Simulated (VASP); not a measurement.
# PtS2 (P1) in VASP: notebook, part 2 of 2

VASP 6.6.1.

### 3 Single point, PBEsol (atom 2 (S) moved by (-0.200, +0.200) A along x and y)

Contents of INCAR:

```
  PREC = Accurate
  ENCUT = 520
  EDIFF = 1E-6
  ISMEAR = 0
  SIGMA = 0.05
  LREAL = False
  LASPH = True
  NELM = 80
  ALGO = Normal
  ISIF = 2
  LWAVE = False
  LCHARG = False
  GGA = PS
  NBANDS = 18
```

Contents of KPOINTS:

```
regular mesh
0
Gamma
  12 12 8
```

Contents of POSCAR:

```
PtS2
1.0
    3.5431994758      0.0000000000      0.0000000000
   -1.7715997379      3.0685007567      0.0000000000
    0.0000000000      0.0000000000      5.0388000000
Pt S
1 2
Direct
    0.0000000000      0.0000000000      0.0000000000
    0.3094763795      0.7318450765      0.2500000000
    0.6666666667      0.3333333333      0.7500000000
```

Potentials or basis: VASP PAW PBE potentials, release 64 (Pt, S).

Launch:

```
cat potpaw_PBE.64/Pt/POTCAR potpaw_PBE.64/S/POTCAR > POTCAR
mpirun -np 1 vasp_std > vasp.out
```

OUTCAR:

```text
PREC = Accurate
   ENCUT = 520
   EDIFF = 1E-6
   ISMEAR = 0
   LREAL = False
   LASPH = True
   NELM = 80
   ISIF = 2
   GGA = PS

 ion  position               nearest neighbor table
   1  0.000  0.000  0.000-   2 2.18   3 2.40   3 2.40   3 2.40   2 2.48   2 2.58
   2  0.309  0.732  0.250-   1 2.18   1 2.48   1 2.58
   3  0.667  0.333  0.750-   1 2.40   1 2.40   1 2.40

  LATTYP: Found a hexagonal cell.
 ALAT       =     3.5431994758
 C/A-ratio  =     1.4221045229

  Lattice vectors:

 A1 = (   3.5431994758,   0.0000000000,   0.0000000000)
 A2 = (  -1.7715997379,   3.0685007567,   0.0000000000)
 A3 = (   0.0000000000,   0.0000000000,   5.0388000000)

Analysis of symmetry for initial positions (statically):
=====================================================================
 Subroutine PRICEL returns:
 Original cell was already a primitive cell.

 Routine SETGRP: Setting up the symmetry group for a
 hexagonal supercell.

 Subroutine GETGRP returns: Found  1 space group operations
 (whereof  1 operations were pure point group operations)
 out of a pool of 24 trial point group operations.

The static configuration has the point symmetry C_1 .

Analysis of symmetry for dynamics (positions and initial velocities):
=====================================================================
 Subroutine PRICEL returns:
 Original cell was already a primitive cell.

 Routine SETGRP: Setting up the symmetry group for a
 hexagonal supercell.

 Subroutine GETGRP returns: Found  1 space group operations
 (whereof  1 operations were pure point group operations)
 out of a pool of 24 trial point group operations.

The dynamic configuration has the point symmetry C_1 .

 Subroutine INISYM returns: Found  1 space group operations
 (whereof  1 operations are pure point group operations),
 and found     1 'primitive' translations

[... 111 lines left out ...]
   ISMEAR =     0;   SIGMA  =   0.05  broadening in eV -4-tet -1-fermi 0-gaus
   EFERMI_NEDOS =   21; number of points for ismear=-14 and -15
   IALGO  =     38    algorithm
   IMIX   =      4    mixing-type and parameters
     AMIX     =   0.40;   BMIX     =  1.00
     AMIX_MAG =   1.60;   BMIX_MAG =  1.00
  volume/ion in A,a.u.               =      18.26       123.23
  Fermi-wavevector in a.u.,A,eV,Ry     =   1.207812  2.282434 19.848319  1.458810
  Thomas-Fermi vector in A             =   2.343439
   LORBIT       =      0    0 simple, 1 ext, 2 COOP (PROOUT), +10 PAW based schemes
   GGA     = PS    functional components
   LHFCALC =     F    Hartree Fock is set to
   AEXX    =    0.0000 exact exchange contribution
   IVDW    =     0    specifies the selected vdW correction
   LEPSILON=     F    determine dielectric tensor
   LRPA    =     F    only Hartree local field effects (RPA)
 non-spin polarized calculation
 Gauss-broadening in eV      SIGMA  =   0.05
  energy-cutoff  :      520.00
  volume of cell :       54.78
 maximum number of plane-waves:      1507
   NGX = 13   NGY = 13   NGZ = 19

 number of electron      22.0000000 magnetization

 Free energy of the ion-electron system (eV)
  ---------------------------------------------------
  ext. energy  EPLUGINS =         0.00000000
  ---------------------------------------------------
  free energy    TOTEN  =       -16.57862138 eV

  energy without entropy =      -16.57862128  energy(sigma->0) =      -16.57862133

 E-fermi :   6.9178     XC(G=0): -10.8770

 val. band max:        6.7849064801   @ k =   0.1667  -0.1667   0.2500
 cond. band min:       7.0541580991   @ k =   0.0000   0.2500   0.2500
 fundamental gap:      0.2692516190
 Fermi energy:         6.9177697712

 k-point     1 :       0.0000    0.0000    0.0000
  band No.  band energies     occupation
      1      -8.5685      2.00000
      2      -5.6913      2.00000
      3      -0.4670      2.00000
      4       0.1100      2.00000
      5       0.4539      2.00000
      6       2.7205      2.00000
[... 481 lines left out ...]
      5       0.8149      2.00000
      6       1.9769      2.00000
[... 10 lines left out ...]
     17      15.5360      0.00000
     18      16.4359      0.00000

 [... further k-points ...]

------------------------ aborting loop because EDIFF is reached ----------------------------------------

  FORCE on cell =-STRESS in cart. coord.  units (eV):
  Direction    XX          YY          ZZ          XY          YZ          ZX
  --------------------------------------------------------------------------------------
  -------------------------------------------------------------------------------------
  Total        1.4854416     -0.7018487     -0.2362226     -1.4747102     -2.1129578      2.9923760
  in kB       43.4427396    -20.5260385     -6.9084892    -43.1288917    -61.7948745     87.5140519
  external PRESSURE =       5.3360706 kB  Pullay stress =       0.0000000 kB

 VOLUME and BASIS-vectors are now :
 -----------------------------------------------------------------------------
  energy-cutoff  :      520.00
  volume of cell :       54.78
      direct lattice vectors                 reciprocal lattice vectors
     3.543199476  0.000000000  0.000000000     0.282230794  0.162946025  0.000000000
    -1.771599738  3.068500757  0.000000000     0.000000000  0.325892049  0.000000000
     0.000000000  0.000000000  5.038800000     0.000000000  0.000000000  0.198459951

 POSITION                                       TOTAL-FORCE (eV/Angst)
 -----------------------------------------------------------------------------------
      0.00000      0.00000      0.00000        -2.212285      1.628768     -0.831560
     -0.20000      2.24567      1.25970         2.391672     -1.741312      0.375999
      1.77160      1.02283      3.77910        -0.179387      0.112544      0.455561
 -----------------------------------------------------------------------------------
    total drift:                               -0.000158      0.000051      0.000032

  FREE ENERGIE OF THE ION-ELECTRON SYSTEM (eV)
  ---------------------------------------------------
  free  energy   TOTEN  =       -16.5786213763 eV

  energy  without entropy=      -16.5786212844  energy(sigma->0) =      -16.57862133
```

stdout:

```text
POSCAR found type information on POSCAR PtS
 POSCAR found :  2 types and       3 ions
 scaLAPACK will be used
 -----------------------------------------------------------------------------
|                                                                             |
|                                                                             |
|     You enforced a specific xc type in the INCAR file but a different       |
|     I HOPE YOU KNOW WHAT YOU ARE DOING!                                     |
|                                                                             |
 -----------------------------------------------------------------------------

 LDA part: xc-table for (Slater+PW92), standard interpolation
 POSCAR, INCAR and KPOINTS ok, starting setup
 FFT: planning ... GRIDC
 FFT: planning ... GRID_SOFT
 FFT: planning ... GRID
 WAVECAR not read
 entering main loop
```

Wall time 4.1 min (1 thread of Intel Xeon 6975P-C (Granite Rapids), shared host); peak memory 0.61 GiB.

What came out:

| Property | Result |
| --- | --- |
| Free energy | -16.5786 eV |
| Pressure | 0.5 GPa |
| Largest force | 2.982 eV/Å |
| Band gap on the k mesh | 0.27 eV (least direct gap 0.42 eV) |

Forces on the atoms (eV/Å):
```
Pt  -2.212  1.629 -0.832
S    2.392 -1.741  0.376
S   -0.179  0.113  0.456
```

Stress tensor (GPa, compression positive):
```
 4.34 -4.31  8.75
-4.31 -2.05 -6.18
 8.75 -6.18 -0.69
```

Levels at points of the mesh, in eV from the valence-band top:
```
           k point  band 8  band 9  band 10  band 11  band 12  band 13  band 14  band 15
(0.00, 0.00, 0.00)   -2.41   -1.20    -0.63    -0.05     1.34     2.13     4.44     5.14
(0.50, 0.00, 0.00)   -3.38   -3.08    -2.91    -2.31     1.10     2.17     5.52     6.25
(0.00, 0.50, 0.00)   -3.36   -3.03    -2.83    -2.36     0.88     2.48     5.61     6.36
(0.50, 0.50, 0.00)   -3.52   -3.20    -2.93    -2.47     1.72     2.11     4.88     6.05
(0.00, 0.00, 0.50)   -2.87   -1.60    -1.19    -1.05     2.12     2.50     5.44     6.80
(0.50, 0.00, 0.50)   -3.24   -2.83    -2.28    -1.23     1.09     2.18     4.71     5.01
(0.00, 0.50, 0.50)   -3.15   -2.76    -2.40    -1.14     1.37     2.20     4.52     4.86
(0.50, 0.50, 0.50)   -3.39   -2.89    -2.48    -1.80     1.07     2.00     5.41     5.49
```

Caveat: the cell differs from its parent crystal (atom 2 (S) moved by (-0.200, +0.200) A along x and y); the PAW data sets were made with another functional, which shifts forces and pressure a little; spin-orbit coupling is left out, which moves the levels of the heavy elements.
